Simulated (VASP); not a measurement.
# Hf2ZrC3 (C2/m) in VASP: single point with PBE

Aim: the single point of Hf2ZrC3 with PBE.

Program: VASP 6.6.1. These are calculated values, not measurements. Logs are shortened: lines on timing, memory, paths and dates and some standing lists are left out, and cuts for length are marked.

## Step 1: The cell of the first run

It takes space group C2/m (No. 12, monoclinic). Conventional cell: a = 5.724 Å, b = 9.915 Å, c = 5.713 Å, α = 90.00°, β = 109.57°, γ = 90.00°. Zr (site symmetry 2) has 6 C at 2.34 to 2.35 Å within 3.1 Å. Hf (site symmetry 2/m) has 6 C at 2.33 Å within 3.1 Å. Hf (site symmetry 2/m) has 6 C at 2.32 to 2.34 Å within 3.1 Å. Hf (site symmetry 2) has 6 C at 2.33 Å within 3.1 Å. Within 3.1 Å of C (site symmetry m) lie 4 Hf at 2.33 to 2.34 Å and 2 Zr at 2.34 Å. Within 3.1 Å of C (site symmetry 1) lie 4 Hf at 2.32 to 2.33 Å and 2 Zr at 2.35 Å.

## Step 2: Single point, PBE

INCAR reads:

```
SYSTEM = Hf2ZrC3
PREC = Accurate
ENCUT = 520
EDIFF = 1E-6
ISMEAR = 0
SIGMA = 0.2
LREAL = .False.
LASPH = .True.
NELM = 60
ALGO = Normal
ISIF = 2
LWAVE = .False.
LCHARG = .False.
GGA = PE
NBANDS = 56
```

KPOINTS reads:

```
Automatic mesh
0
Gamma
  4 4 3
  0 0 0
```

POSCAR reads:

```
Hf2ZrC3
1.0
    2.8621675146     -4.9573236247     -0.0013645038
    2.8621675146      4.9573236247     -0.0013645038
   -1.9105696508      0.0000000000      5.3839883768
Zr Hf C
2 4 6
Direct
    0.8334499678      0.1665500322      0.0000000000
    0.1665500322      0.8334499678      0.0000000000
    0.5000000000      0.5000000000      0.0000000000
    0.0000000000      0.0000000000      0.5000000000
    0.3330846014      0.6669153986      0.5000000000
    0.6669153986      0.3330846014      0.5000000000
    0.2524364849      0.2524364849      0.2521313985
    0.7475635151      0.7475635151      0.7478686015
    0.4159263429      0.0842910616      0.7477915805
    0.9157089384      0.5840736571      0.2522084195
    0.5840736571      0.9157089384      0.2522084195
    0.0842910616      0.4159263429      0.7477915805
```

Potentials or basis: VASP PAW PBE potentials, release 64 (Zr_sv, Hf_pv, C).

On the command line:

```bash
> cat potpaw_PBE.64/Zr_sv/POTCAR potpaw_PBE.64/Hf_pv/POTCAR potpaw_PBE.64/C/POTCAR > POTCAR
> mpirun -np 1 vasp_std > vasp.out
```

OUTCAR:

```text
SYSTEM = Hf2ZrC3
   PREC = Accurate
   ENCUT = 520
   EDIFF = 1E-6
   ISMEAR = 0
   LREAL = .False.
   LASPH = .True.
   NELM = 60
   ISIF = 2
   GGA = PE

 ion  position               nearest neighbor table
   1  0.833  0.167  0.000-   7 2.34   8 2.34   9 2.35  10 2.35  11 2.35  12 2.35   5 3.30   5 3.30
                             6 3.30   6 3.30   4 3.30   4 3.30   2 3.30   3 3.30   3 3.30   3 3.31
   2  0.167  0.833  0.000-   7 2.34   8 2.34  11 2.35  12 2.35   9 2.35  10 2.35   6 3.30   6 3.30
                             5 3.30   5 3.30   4 3.30   4 3.30   1 3.30   3 3.30   3 3.30   3 3.31
   3  0.500  0.500  0.000-   9 2.33  10 2.33  11 2.33  12 2.33   7 2.33   8 2.33   4 3.30   4 3.30
                             6 3.30   5 3.30   6 3.30   5 3.30   2 3.30   2 3.30   1 3.30   1 3.30
   4  0.000  0.000  0.500-   9 2.32  10 2.32  11 2.32  12 2.32   7 2.34   8 2.34   3 3.30   3 3.30
                             1 3.30   1 3.30   2 3.30   2 3.30   6 3.30   5 3.30   6 3.31   6 3.31
   5  0.333  0.667  0.500-  11 2.33  12 2.33   7 2.33   8 2.33   9 2.33  10 2.33   1 3.30   1 3.30
                             2 3.30   2 3.30   3 3.30   3 3.30   4 3.30   6 3.30   6 3.30   4 3.31
   6  0.667  0.333  0.500-   9 2.33  10 2.33   7 2.33   8 2.33  11 2.33  12 2.33   2 3.30   2 3.30
                             1 3.30   1 3.30   3 3.30   3 3.30   4 3.30   5 3.30   5 3.30   4 3.31
   7  0.252  0.252  0.252-   5 2.33   6 2.33   3 2.33   4 2.34   1 2.34   2 2.34
   8  0.748  0.748  0.748-   5 2.33   6 2.33   3 2.33   4 2.34   1 2.34   2 2.34
   9  0.416  0.084  0.748-   4 2.32   6 2.33   3 2.33   5 2.33   1 2.35   2 2.35
  10  0.916  0.584  0.252-   4 2.32   6 2.33   3 2.33   5 2.33   1 2.35   2 2.35
  11  0.584  0.916  0.252-   4 2.32   5 2.33   3 2.33   6 2.33   2 2.35   1 2.35
  12  0.084  0.416  0.748-   4 2.32   5 2.33   3 2.33   6 2.33   2 2.35   1 2.35

  LATTYP: Found a base centered monoclinic cell.
 ALAT       =     5.7243356797
 B/A-ratio  =     1.7320170941
 C/A-ratio  =     0.9980080920
 COS(beta)  =    -0.3348780870

  Lattice vectors:

 A1 = (   2.8621675146,  -4.9573236247,  -0.0013645038)
 A2 = (   2.8621675146,   4.9573236247,  -0.0013645038)
 A3 = (  -1.9105696508,   0.0000000000,   5.3839883768)

Analysis of symmetry for initial positions (statically):
=====================================================================
 Subroutine PRICEL returns:
 Original cell was already a primitive cell.

 Routine SETGRP: Setting up the symmetry group for a
 base centered monoclinic supercell.

 Subroutine GETGRP returns: Found  4 space group operations
 (whereof  4 operations were pure point group operations)
 out of a pool of  4 trial point group operations.

The static configuration has the point symmetry C_2h.

Analysis of symmetry for dynamics (positions and initial velocities):
[... 143 lines left out ...]
     AMIX_MAG =   1.60;   BMIX_MAG =  1.00
  volume/ion in A,a.u.               =      12.73        85.90
  Fermi-wavevector in a.u.,A,eV,Ry     =   1.362181  2.574148 25.246105  1.855536
  Thomas-Fermi vector in A             =   2.488693
   LORBIT       =      0    0 simple, 1 ext, 2 COOP (PROOUT), +10 PAW based schemes
   GGA     = PE    functional components
   LHFCALC =     F    Hartree Fock is set to
   AEXX    =    0.0000 exact exchange contribution
   IVDW    =     0    specifies the selected vdW correction
   LEPSILON=     F    determine dielectric tensor
   LRPA    =     F    only Hartree local field effects (RPA)
 non-spin polarized calculation
 Gauss-broadening in eV      SIGMA  =   0.20
  energy-cutoff  :      520.00
  volume of cell :      152.76
 maximum number of plane-waves:      4145
 NGX is ok and might be reduce to    48
   NGX = 21   NGY = 21   NGZ = 21

 number of electron      88.0000003 magnetization

 Free energy of the ion-electron system (eV)
  ---------------------------------------------------
  ext. energy  EPLUGINS =         0.00000000
  ---------------------------------------------------
  free energy    TOTEN  =      -123.12217196 eV

  energy without entropy =     -123.09457913  energy(sigma->0) =     -123.10837555

 E-fermi :   7.0879     XC(G=0): -12.2251

 val. band max:        7.0282008516   @ k =  -0.2500   0.5000   0.3333
 cond. band min:       7.1223032745   @ k =   0.5000   0.5000  -0.0000
 fundamental gap:      0.0941024229
 Fermi energy:         7.0878646193

 k-point     1 :       0.0000    0.0000    0.0000
  band No.  band energies     occupation
      1     -40.8768      2.00000
      2     -40.8225      2.00000
      3     -22.9232      2.00000
      4     -22.7896      2.00000
      5     -22.7778      2.00000
      6     -22.7614      2.00000
[... 992 lines left out ...]
     55      12.0976      0.00000
     56      12.1137      0.00000

------------------------ aborting loop because EDIFF is reached ----------------------------------------

  FORCE on cell =-STRESS in cart. coord.  units (eV):
  Direction    XX          YY          ZZ          XY          YZ          ZX
  --------------------------------------------------------------------------------------
  -------------------------------------------------------------------------------------
  Total       -0.5957726     -0.5749719     -0.0499214      0.0000000      0.0000000      0.0171888
  in kB       -6.2486779     -6.0305125     -0.5235941      0.0000000      0.0000000      0.1802824
  external PRESSURE =      -4.2675949 kB  Pullay stress =       0.0000000 kB

 VOLUME and BASIS-vectors are now :
 -----------------------------------------------------------------------------
  energy-cutoff  :      520.00
  volume of cell :      152.76
      direct lattice vectors                 reciprocal lattice vectors
     2.862167515 -4.957323625 -0.001364504     0.174722339 -0.100860875  0.062002214
     2.862167515  4.957323625 -0.001364504     0.174722339  0.100860875  0.062002214
    -1.910569651  0.000000000  5.383988377     0.000088562  0.000000000  0.185767341

 POSITION                                       TOTAL-FORCE (eV/Angst)
 -----------------------------------------------------------------------------------
      2.86217     -3.30604     -0.00136        -0.000000      0.002540      0.000000
      2.86217      3.30604     -0.00136        -0.000000     -0.002540      0.000000
      2.86217      0.00000     -0.00136        -0.000000      0.000000      0.000000
     -0.95528      0.00000      2.69199        -0.000000      0.000000      0.000000
      1.90688      1.65491      2.69063        -0.000000     -0.022230     -0.000000
      1.90688     -1.65491      2.69063        -0.000000      0.022230     -0.000000
      0.96332      0.00000      1.35678         0.011706      0.000000      0.014683
      2.85045      0.00000      4.02448        -0.011706      0.000000     -0.014683
      0.00300     -1.64402      4.02542         0.006761      0.010818     -0.021922
      3.81077     -1.64402      1.35584        -0.006761      0.010818      0.021922
      3.81077      1.64402      1.35584        -0.006761     -0.010818      0.021922
      0.00300      1.64402      4.02542         0.006761     -0.010818     -0.021922
 -----------------------------------------------------------------------------------
    total drift:                                0.000000     -0.000000      0.000000

  FREE ENERGIE OF THE ION-ELECTRON SYSTEM (eV)
  ---------------------------------------------------
  free  energy   TOTEN  =      -123.1221719637 eV

  energy  without entropy=     -123.0945791343  energy(sigma->0) =     -123.10837555
```

Wall time 5.5 min (1 thread of Intel Xeon 8259CL, shared host); peak memory 0.37 GiB.

Results:

```
Free energy            : -123.1222 eV
Pressure               : -0.4 GPa
Largest force          : 0.025 eV/Å
Band gap on the k mesh : zero (bands 44 and 45 overlap by 1.14 eV)
```

Forces in eV/Å, atoms in the order of the input:
```
Zr   0.000  0.003  0.000
Zr   0.000 -0.003  0.000
Hf   0.000  0.000  0.000
Hf   0.000  0.000  0.000
Hf   0.000 -0.022  0.000
Hf   0.000  0.022  0.000
C    0.012  0.000  0.015
C   -0.012  0.000 -0.015
C    0.007  0.011 -0.022
C   -0.007  0.011  0.022
C   -0.007 -0.011  0.022
C    0.007 -0.011 -0.022
```

Caveat: the k points lie up to 0.39 Å⁻¹ apart, too coarse for converged energies and pressures of a metal; spin-orbit coupling is left out, which moves the levels of the heavy elements.

The gap in the log of VASP goes by the Fermi energy; the results here count the filled bands.